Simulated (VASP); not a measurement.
A run of VASP 6.6.1:

Contents of INCAR:

```
PREC     = Accurate       # precision mode
ENCUT    = 520            # plane-wave cutoff, eV
EDIFF    = 1E-6           # SCF threshold, eV
ISMEAR   = -1             # smearing method
SIGMA    = 0.1            # smearing width, eV
LREAL    = False          # projectors in reciprocal space
LASPH    = True           # aspherical terms in the spheres
NELM     = 60             # most SCF steps
ALGO     = Normal         # electronic algorithm
ISIF     = 2              # what is computed and relaxed
LWAVE    = False          # write WAVECAR
LCHARG   = True           # write CHGCAR
GGA      = B5             # functional
ALDAX    = 1.0          
AGGAX    = 1.0          
AGGAC    = 1.0          
ALDAC    = 0.0          
LELF     = True           # ELF
LVHAR    = True         
NBANDS   = 22             # bands
```

KPOINTS

```
regular mesh
0
Gamma
  14 14 13
```

Contents of POSCAR:

```
Rh
1.0
   -2.6756307108      3.0814278956      1.3229130099
    3.0814278956     -2.6756307108      1.3229130099
    1.8853176041      1.8853176041     -0.5796947228
Rh
2
Direct
    0.0101195011      0.9898804989      0.0000000000
    0.7398804989      0.2601195011      0.5000000000
```

Potentials or basis: VASP PAW PBE potentials, release 64 (Rh_pv).

Run with:

```console
$ cat potpaw_PBE.64/Rh_pv/POTCAR > POTCAR
$ mpirun -np 1 vasp_std > vasp.out
```

Hardware: 1 thread of Intel(R) Xeon(R) 6975P-C (Granite Rapids), with other jobs on the host.

How long does it take, and how much memory?

Wall time 120 s on 1 thread of Intel(R) Xeon(R) 6975P-C (Granite Rapids), on a shared host, peak memory 0.44 GiB. Counts: scf iterations 12, k points 687.
